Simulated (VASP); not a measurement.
A run of VASP 6.6.1 is set up as follows.

Contents of INCAR:

```
PREC = Accurate ; ENCUT = 520
EDIFF = 1E-7 ; ISMEAR = 0
SIGMA = 0.15 ; LREAL = F
LASPH = T ; NELM = 80
ALGO = Fast ; ISIF = 2
LWAVE = F ; LCHARG = F
GGA = PE ; NBANDS = 19
```

Contents of KPOINTS:

```
Automatic mesh
0
Gamma
  24 24 10
```

Contents of POSCAR:

```
Zn
1.0
    2.6647980532      0.0000000000      0.0000000000
   -1.3323990266      2.3077828100      0.0000000000
    0.0000000000      0.0000000000      4.9467000000
Zn
2
Direct
    0.2582807417      0.6666666667      0.2500000000
    0.6666666667      0.3333333333      0.7500000000
```

Potentials or basis: VASP PAW PBE potentials, release 64 (Zn).

Launch:

```bash
$ cat potpaw_PBE.64/Zn/POTCAR > POTCAR
$ mpirun -np 1 vasp_std > vasp.out
```

(1) What does it give for the pressure?

(2) Estimate the band gap on the k mesh.

(3) Predict the largest force.

## Answers

(1) 0.2 GPa.

(2) zero (bands 12 and 13 overlap by 4.53 eV).

(3) 0.105 eV/Å.

Caveat: the cell differs from its parent crystal (atom 1 (Zn) moved by (-0.200, +0.000) A along x and y).
